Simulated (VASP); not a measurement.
# Si (P6/mmm) in VASP: a series of runs, part 2 of 2

VASP 6.6.1.

### 3 Single point, LDA (strain -0.025 along x and y, +0.000 along z)

INCAR reads:

```
SYSTEM = Si
PREC = Accurate
ENCUT = 520
EDIFF = 1E-6
ISMEAR = 0
SIGMA = 0.15
LREAL = .FALSE.
LASPH = .TRUE.
NELM = 80
ALGO = Normal
ISIF = 2
LWAVE = .FALSE.
LCHARG = .FALSE.
GGA = CA
NBANDS = 8
```

KPOINTS reads:

```
regular mesh
0
G
  24 24 20
  0 0 0
```

POSCAR reads:

```
Si
1.0
    2.5550292445      0.0000000000      0.0000000000
   -1.2775146223      2.2127202332      0.0000000000
    0.0000000000      0.0000000000      2.4663543900
Si
1
Direct
    0.0000000000      0.0000000000      0.0000000000
```

Potentials or basis: VASP PAW LDA potentials, release 64 (Si).

Run with:

```
$ cat potpaw_LDA.64/Si/POTCAR > POTCAR
$ mpirun -np 1 vasp_std > vasp.out
```

Wall time 46 s (1 thread of Intel Xeon 8259CL, shared host); peak memory 0.17 GiB.

It converged, with:

```yaml
Free_energy: -5.7234 eV
Pressure: 5.5 GPa
Band_gap_on_the_k_mesh: zero (bands 2 and 3 overlap by 12.03 eV)
```

Stress tensor (GPa, compression positive):
```
7.97 0.00 0.00
0.00 7.97 0.00
0.00 0.00 0.46
```

Levels at points of the mesh, in eV from the Fermi level:
| k point | band 1 | band 2 | band 3 | band 4 | band 5 |
| --- | --- | --- | --- | --- | --- |
| (0.00, 0.00, 0.00) | -14.58 | 7.26 | 7.48 | 11.27 | 11.27 |
| (0.50, 0.00, 0.00) | -7.58 | -7.09 | 5.66 | 6.77 | 12.76 |
| (0.00, 0.00, 0.50) | -9.77 | -7.58 | 14.79 | 14.79 | 15.29 |
| (0.50, 0.00, 0.50) | -3.32 | -2.04 | -1.94 | 1.27 | 9.22 |

Caveat: the cell differs from its parent crystal (strain -0.025 along x and y, +0.000 along z); the cell stands under pressure.

### 4 Single point, LDA (strain +0.000 along x and y, +0.025 along z)

INCAR reads:

```
SYSTEM = Si
ALGO = Normal ; EDIFF = 1E-7
ENCUT = 520 ; GGA = CA
ISIF = 2 ; ISMEAR = 0
LASPH = .TRUE. ; LCHARG = .FALSE.
LREAL = .FALSE. ; LWAVE = .FALSE.
NBANDS = 8 ; NELM = 60
PREC = Accurate ; SIGMA = 0.15
```

KPOINTS reads:

```
k-points
0
G
  24 24 20
  0 0 0
```

POSCAR reads:

```
Si
1.0
    2.6205428149      0.0000000000      0.0000000000
   -1.3102714075      2.2694566494      0.0000000000
    0.0000000000      0.0000000000      2.5280132497
Si
1
Direct
    0.0000000000      0.0000000000      0.0000000000
```

Potentials or basis: VASP PAW LDA potentials, release 64 (Si).

Run with:

```
$ cat potpaw_LDA.64/Si/POTCAR > POTCAR
$ mpirun -np 1 vasp_std > vasp.out
```

OUTCAR:

```text
SYSTEM = Si
   EDIFF = 1E-7
   ENCUT = 520
   GGA = CA
   ISIF = 2
   ISMEAR = 0
   LASPH = .TRUE.
   LREAL = .FALSE.
   NELM = 60
   PREC = Accurate

 ion  position               nearest neighbor table
   1  0.000  0.000  0.000-

  LATTYP: Found a hexagonal cell.
 ALAT       =     2.6205428149
 C/A-ratio  =     0.9646906875

  Lattice vectors:

 A1 = (   2.6205428149,   0.0000000000,   0.0000000000)
 A2 = (  -1.3102714075,   2.2694566494,   0.0000000000)
 A3 = (   0.0000000000,   0.0000000000,   2.5280132497)

Analysis of symmetry for initial positions (statically):
=====================================================================
 Subroutine PRICEL returns:
 Original cell was already a primitive cell.

 Routine SETGRP: Setting up the symmetry group for a
 hexagonal supercell.

 Subroutine GETGRP returns: Found 24 space group operations
 (whereof 24 operations were pure point group operations)
 out of a pool of 24 trial point group operations.

The static configuration has the point symmetry D_6h.
[... 159 lines left out ...]

 E-fermi :   9.3466     XC(G=0): -11.0493

 val. band max:        9.3264660745   @ k =   0.2500   0.0833   0.2500
 cond. band min:       9.3486425834   @ k =   0.3750   0.2500   0.4000
 fundamental gap:      0.0221765089
 Fermi energy:         9.3465954751

 k-point     1 :       0.0000    0.0000    0.0000
  band No.  band energies     occupation
      1      -4.5511      2.00000
      2      16.3637      0.00000
      3      16.5890      0.00000
      4      19.7563      0.00000
      5      19.7563      0.00000
      6      21.7445      0.00000
      7      21.7445      0.00000
      8      27.2486      0.00000
[... 243 lines left out ...]
 k-point    24 :       0.4583    0.0417    0.0000
  band No.  band energies     occupation
      1       1.7048      2.00000
      2       3.0723      2.00000
      3      13.6854      0.00000
      4      17.0266      0.00000
      5      21.0955      0.00000
      6      23.8207      0.00000
      7      25.6736      0.00000
      8      27.6089      0.00000

 [... further k-points ...]

------------------------ aborting loop because EDIFF is reached ----------------------------------------

  FORCE on cell =-STRESS in cart. coord.  units (eV):
  Direction    XX          YY          ZZ          XY          YZ          ZX
  --------------------------------------------------------------------------------------
  -------------------------------------------------------------------------------------
  Total       -0.1155796     -0.1155796     -0.7515472      0.0000000     -0.0000000      0.0000000
  in kB      -12.3168412    -12.3168412    -80.0892737      0.0000000     -0.0000000      0.0000000
  external PRESSURE =     -34.9076521 kB  Pullay stress =       0.0000000 kB

 VOLUME and BASIS-vectors are now :
 -----------------------------------------------------------------------------
  energy-cutoff  :      520.00
  volume of cell :       15.03
      direct lattice vectors                 reciprocal lattice vectors
     2.620542815  0.000000000  0.000000000     0.381600329  0.220317053  0.000000000
    -1.310271407  2.269456649  0.000000000     0.000000000  0.440634105  0.000000000
     0.000000000  0.000000000  2.528013250     0.000000000  0.000000000  0.395567547

 POSITION                                       TOTAL-FORCE (eV/Angst)
 -----------------------------------------------------------------------------------
      0.00000      0.00000      0.00000         0.000000      0.000000      0.000000
 -----------------------------------------------------------------------------------
    total drift:                               -0.000000     -0.000000      0.000000

  FREE ENERGIE OF THE ION-ELECTRON SYSTEM (eV)
  ---------------------------------------------------
  free  energy   TOTEN  =        -5.7284249914 eV

  energy  without entropy=       -5.7240872549  energy(sigma->0) =       -5.72625612
```

OSZICAR:

```text
N       E                     dE             d eps       ncg     rms          rms(c)
DAV:   1    -0.299651895955E+01   -0.29965E+01   -0.17900E+03 11608   0.378E+02
DAV:   2    -0.572277763125E+01   -0.27263E+01   -0.26171E+01 15736   0.309E+01
DAV:   3    -0.574130529155E+01   -0.18528E-01   -0.18503E-01 12312   0.267E+00
DAV:   4    -0.574132949578E+01   -0.24204E-04   -0.24203E-04 17600   0.104E-01
DAV:   5    -0.574132950645E+01   -0.10670E-07   -0.11067E-07 12496   0.123E-03    0.296E+00
DAV:   6    -0.573339588170E+01    0.79336E-02   -0.16096E-03 12464   0.178E-01    0.168E+00
DAV:   7    -0.572846082132E+01    0.49351E-02   -0.31817E-03 11640   0.255E-01    0.135E-01
DAV:   8    -0.572842513900E+01    0.35682E-04   -0.55068E-05 15992   0.444E-02    0.128E-02
DAV:   9    -0.572842513853E+01    0.47027E-09   -0.15236E-06 14016   0.985E-03    0.458E-03
DAV:  10    -0.572842499175E+01    0.14678E-06   -0.40126E-07 14568   0.256E-03    0.975E-04
DAV:  11    -0.572842499138E+01    0.37198E-09   -0.10019E-08  6968   0.706E-04
   1 F= -.57284250E+01 E0= -.57262561E+01  d E =-.433774E-02
```

Wall time 68 s (1 thread of Intel Xeon 8259CL, shared host); peak memory 0.17 GiB.

Results:

* Free energy: -5.7284 eV
* Pressure: -3.5 GPa
* Band gap on the k mesh: zero (bands 2 and 3 overlap by 11.45 eV)

Caveat: the cell differs from its parent crystal (strain +0.000 along x and y, +0.025 along z); the cell stands under tension.

### 5 Single point, LDA (strain +0.025 along x and y, +0.050 along z)

INCAR reads:

```
SYSTEM = Si
  PREC = Accurate
  ENCUT = 520
  EDIFF = 1E-7
  ISMEAR = 0
  SIGMA = 0.15
  LREAL = .False.
  LASPH = .True.
  NELM = 80
  ALGO = Normal
  ISIF = 2
  LWAVE = .False.
  LCHARG = .False.
  GGA = CA
  NBANDS = 8
```

KPOINTS reads:

```
Automatic mesh
0
Gamma
  24 24 20
  0 0 0
```

POSCAR reads:

```
Si
1.0
    2.6860563853      0.0000000000      0.0000000000
   -1.3430281927      2.3261930656      0.0000000000
    0.0000000000      0.0000000000      2.5896721095
Si
1
Direct
    0.0000000000      0.0000000000      0.0000000000
```

Potentials or basis: VASP PAW LDA potentials, release 64 (Si).

Run with:

```
$ cat potpaw_LDA.64/Si/POTCAR > POTCAR
$ mpirun -np 1 vasp_std > vasp.out
```

OUTCAR:

```text
SYSTEM = Si
   PREC = Accurate
   ENCUT = 520
   EDIFF = 1E-7
   ISMEAR = 0
   LREAL = .False.
   LASPH = .True.
   NELM = 80
   ISIF = 2
   GGA = CA

 ion  position               nearest neighbor table
   1  0.000  0.000  0.000-

  LATTYP: Found a hexagonal cell.
 ALAT       =     2.6860563853
 C/A-ratio  =     0.9641168084

  Lattice vectors:

 A1 = (   2.6860563853,   0.0000000000,   0.0000000000)
 A2 = (  -1.3430281927,   2.3261930656,   0.0000000000)
[... 444 lines left out ...]
      8      26.0496      0.00000

 [... further k-points ...]

------------------------ aborting loop because EDIFF is reached ----------------------------------------

  FORCE on cell =-STRESS in cart. coord.  units (eV):
  Direction    XX          YY          ZZ          XY          YZ          ZX
  --------------------------------------------------------------------------------------
  -------------------------------------------------------------------------------------
  Total       -0.7563563     -0.7563563     -1.3812506      0.0000000      0.0000000      0.0000000
  in kB      -74.8912982    -74.8912982   -136.7657607      0.0000000      0.0000000      0.0000000
  external PRESSURE =     -95.5161191 kB  Pullay stress =       0.0000000 kB

 VOLUME and BASIS-vectors are now :
 -----------------------------------------------------------------------------
  energy-cutoff  :      520.00
  volume of cell :       16.18
      direct lattice vectors                 reciprocal lattice vectors
     2.686056385  0.000000000  0.000000000     0.372293004  0.214943466  0.000000000
    -1.343028193  2.326193066  0.000000000     0.000000000  0.429886932  0.000000000
     0.000000000  0.000000000  2.589672109     0.000000000  0.000000000  0.386149272

 POSITION                                       TOTAL-FORCE (eV/Angst)
 -----------------------------------------------------------------------------------
      0.00000      0.00000      0.00000        -0.000000      0.000000      0.000000
 -----------------------------------------------------------------------------------
    total drift:                                0.000000      0.000000      0.000000

  FREE ENERGIE OF THE ION-ELECTRON SYSTEM (eV)
  ---------------------------------------------------
  free  energy   TOTEN  =        -5.6804457338 eV

  energy  without entropy=       -5.6758664511  energy(sigma->0) =       -5.67815609
```

stdout:

```text
POSCAR found type information on POSCAR Si
 POSCAR found :  1 types and       1 ions
 scaLAPACK will be used
 LDA part: xc-table for (Slater(with rela. corr.)+CA(PZ))
 , standard interpolation
 POSCAR, INCAR and KPOINTS ok, starting setup
 FFT: planning ... GRIDC
 FFT: planning ... GRID_SOFT
 FFT: planning ... GRID
 WAVECAR not read
 entering main loop
```

Wall time 81 s (1 thread of Intel Xeon 8259CL, shared host); peak memory 0.17 GiB.

Results:

* Free energy: -5.6804 eV
* Pressure: -9.6 GPa
* Band gap on the k mesh: zero (bands 2 and 3 overlap by 10.74 eV)

Stress tensor (GPa, compression positive):
```
 -7.49   0.00   0.00
  0.00  -7.49   0.00
  0.00   0.00 -13.68
```

Levels at points of the mesh, in eV from the Fermi level:
```tsv
k point	band 1	band 2	band 3	band 4	band 5	band 6	band 7
(0.00, 0.00, 0.00)	-13.26	6.60	7.22	9.63	9.63	12.11	12.11
(0.50, 0.00, 0.00)	-7.22	-6.16	4.93	6.64	10.94	13.98	15.57
(0.00, 0.00, 0.50)	-9.14	-6.55	12.45	12.45	14.40	14.40	16.19
(0.50, 0.00, 0.50)	-2.91	-2.43	-1.78	1.88	7.88	11.44	12.31
```

Caveat: the cell differs from its parent crystal (strain +0.025 along x and y, +0.050 along z); the cell stands under tension.

### 6 The runs side by side

| cell | gap on the mesh (eV) | pressure (GPa) |
| --- | --- | --- |
| a = 2.490, b = 2.490, c = 2.405 Å, angles 90.0, 90.0, 120.0°, 1 atom | none | 18.3 |
| a = 2.555, b = 2.555, c = 2.466 Å, angles 90.0, 90.0, 120.0°, 1 atom | none | 5.5 |
| a = 2.621, b = 2.621, c = 2.528 Å, angles 90.0, 90.0, 120.0°, 1 atom | none | -3.5 |
| a = 2.686, b = 2.686, c = 2.590 Å, angles 90.0, 90.0, 120.0°, 1 atom | none | -9.6 |

Alike in all rows: task single point; level LDA; potentials or basis VASP PAW LDA potentials, release 64 (Si); no spin polarisation; k mesh 24 × 24 × 20; cutoff (eV) 520; smearing gaussian 0.15 eV.

Caveats: the cell stands under pressure (at least some runs); the cell stands under tension (at least some runs).

Absolute energies hang on the potentials; compare differences alone.
